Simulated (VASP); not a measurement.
A run of VASP 6.6.1:

The input INCAR:

```
ALGO     = Normal         # electronic algorithm
EDIFF    = 1E-6           # SCF threshold, eV
ENCUT    = 520            # plane-wave cutoff, eV
GGA      = PE             # functional
ISIF     = 2              # what is computed and relaxed
ISMEAR   = -1             # smearing method
LASPH    = T              # aspherical terms in the spheres
LCHARG   = F              # write CHGCAR
LREAL    = Auto         
LWAVE    = F              # write WAVECAR
NBANDS   = 106            # bands
NELM     = 100            # most SCF steps
PREC     = Accurate       # precision mode
SIGMA    = 0.3705         # smearing width, eV
```

File KPOINTS:

```
Automatic mesh
0
Gamma
  2 2 2
  0.5 0.5 0.5
```

The input POSCAR:

```
HfO2
1.0
   -5.2938635521      5.2938635521      0.0000000000
   -5.2938635521      0.0000000000      5.2938635521
    0.0000000000      5.2938635521      5.2938635521
Hf O
8 16
Direct
    0.9564745956      1.0636486839      0.4396754803
    0.4953400242      0.9746529069      0.5154924136
    0.9742123025      0.5025237190      0.5230943285
    0.9771000799      0.9723691307      0.0130616325
    0.4624802804      0.5434738677      0.4989555311
    0.5246091012      0.9766694871      0.0181576270
    1.0240698399      0.5029880302     -0.0163965314
    0.4224697101      0.5018094958      0.0312055644
    0.8631053587      0.8224114500      0.3574982584
    0.4416501251      0.8820120606      0.3357803771
    0.8193188127      0.4062987228      0.3298639987
    0.8906310965      0.8473659088      0.9411331537
    0.4618534225      0.2776828276      0.3632951588
    0.3362877570      0.8880647289      0.8589670767
    0.9780291745      0.3537807466      0.8495859320
    0.3410497800      0.4203056951      0.8447954799
    0.5715952952      0.5725962655      0.1189755825
    0.1172818290      0.5998549016      0.1665940180
    0.6248218277      0.1770707709      0.0330670593
    0.6546295472      0.5516051691      0.6720219486
    0.1402543705      0.0685026156      0.1556576765
    0.1308384686      0.6522296931      0.5695280905
    0.6259547431      0.1081998042      0.6469737964
    0.1035344025      0.1523866250      0.5059185930
```

Potentials or basis: VASP PAW PBE potentials, release 64 (Hf_pv, O).

The run is started by

```console
$ cat potpaw_PBE.64/Hf_pv/POTCAR potpaw_PBE.64/O/POTCAR > POTCAR
$ mpirun -np 1 vasp_std > vasp.out
```

Hardware: 1 thread of AMD EPYC 9R45 96-Core Processor (Zen 5) (shared host).

Question: Estimate the wall time of this run.

Answer: Run time: 11 min on 1 thread of AMD EPYC 9R45 96-Core Processor (Zen 5), with other jobs on the host, peak memory 0.58 GiB. Counts: scf iterations 17, k points 16.
